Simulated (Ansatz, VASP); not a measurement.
# Al3N4 in VASP and in Ansatz

```
Al N
1.0
     1.55877    0.89995    9.16211
    -1.55877    0.89995    9.16211
     0.00000   -1.79991    9.16211
Al N
3 4
Direct
  0.00000 0.00000 0.00000
  0.57140 0.57140 0.57140
  0.42860 0.42860 0.42860
  0.85710 0.85710 0.85710
  0.14290 0.14290 0.14290
  0.71430 0.71430 0.71430
  0.28570 0.28570 0.28570
```

Alike in both runs: task single point; functional PBE; k mesh 6 × 6 × 6; occupations gaussian, width 0.1 eV; collinear spin.

|  | VASP | Ansatz |
| --- | --- | --- |
| version | VASP 6.6.1 | Ansatz 0.2.0 |
| potentials or method | VASP PAW PBE potentials, release 64 (Al, N), cutoff 520 eV | scalar-relativistic, plane waves, PAW |
| valence electrons in the cell | 29 | 29 |

|  | VASP | Ansatz | Ansatz less VASP |
| --- | --- | --- | --- |
| gap on the k mesh at the Fermi level (eV) | none | none | - |
| rms of the force components (eV/Å) | 0.650 | 0.650 | 0.0000 |
| net moment per atom (μB) | 0.00 | 0.00 | -0.001 |

Atom by atom the forces differ by 0.000 eV/Å (rms over components). A gap of «none» marks a metal or a gap that the smearing closes. With one functional, cell and mesh, what is left measures potentials, basis and numerics. Ansatz's warnings: seeded moment not kept.

The k mesh is coarse, so the values compare programs but aren't converged.
